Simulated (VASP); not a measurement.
Si: single point with PBE+D3(BJ)

The system is Si, a slab with vacuum.

```xyz
4
Lattice="3.8472 0.0000 0.0000 -1.9236 3.3318 0.0000 0.0000 0.0000 18.4447" Properties=species:S:1:pos:R:3 pbc="T T T"
Si    0.0000    2.2212    4.9723
Si    1.9236    1.1106    4.5000
Si   -2.2442    3.8871    9.6947
Si   -0.3206    2.7765    9.2223
```

This cell differs from its parent crystal: layers slid over each other.

```json
{
 "Program": "VASP 6.6.1",
 "Task": "single point",
 "Functional": "PBE",
 "Dispersion": "D3(BJ)",
 "Potentials or basis": "VASP PAW PBE potentials, release 64 (Si)",
 "Cutoff": "520 eV",
 "k mesh": "9 × 9 × 1",
 "Occupations": "gaussian, width 0.1 eV",
 "Spin": "no spin polarisation",
 "Dipole correction": "yes",
 "Further INCAR settings": "ALGO = Normal; EDIFF = 1e-06; NBANDS = 16"
}
```

```json
{"Largest force": "0.152 eV/Å", "Band gap on the k mesh": "0.11 eV", "Dispersion energy per atom": "-0.232 eV"}
```

Forces in eV/Å, atoms in the order of the input:
```
Si  -0.008  0.013  0.152
Si   0.000  0.003  0.040
Si   0.000 -0.003 -0.040
Si   0.008 -0.013 -0.152
```

Levels at points of the mesh, in eV from the valence-band top:
```csv
k point,band 6,band 7,band 8,band 9,band 10,band 11
"(0.00, 0.00, 0.00)",-1.13,-1.13,-1.12,2.10,2.13,2.23
```

It took 6.8 min on 1 thread of Intel(R) Xeon(R) Platinum 8375C CPU @ 2.90GHz (Ice Lake), with other jobs on the host, peak memory 0.4 GiB.

Caveat: the cell differs from its parent crystal (layers slid over each other).
